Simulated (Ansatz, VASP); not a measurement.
# Nb: VASP beside Ansatz

```
Nb
1.0
     0.00000    2.93036    2.93036
     2.93036    0.00000    2.93036
     2.93036    2.93036    0.00000
Nb
2
Direct
  0.12500 0.12500 0.12500
  0.87500 0.87500 0.87500
```

Alike in both runs: task single point; functional r2SCAN; k mesh 11 × 11 × 11; occupations fermi-dirac, width 0.1 eV; no spin polarisation.

|  | VASP | Ansatz |
| --- | --- | --- |
| version | VASP 6.6.1 | Ansatz 0.2.0 |
| potentials or method | VASP PAW PBE potentials, release 64 (Nb_sv), cutoff 520 eV | plane waves (500 eV) with PAW, scalar-relativistic |
| valence electrons in the cell | 26 | 26 |

Ansatz gave:

- pressure (GPa): 0.0

Q: What did VASP give for the same quantities?

A: Pressure (GPa): 0.1.

VASP's potentials were made for PBE, not for r2SCAN. With one functional, cell and mesh, what is left measures potentials, basis and numerics.
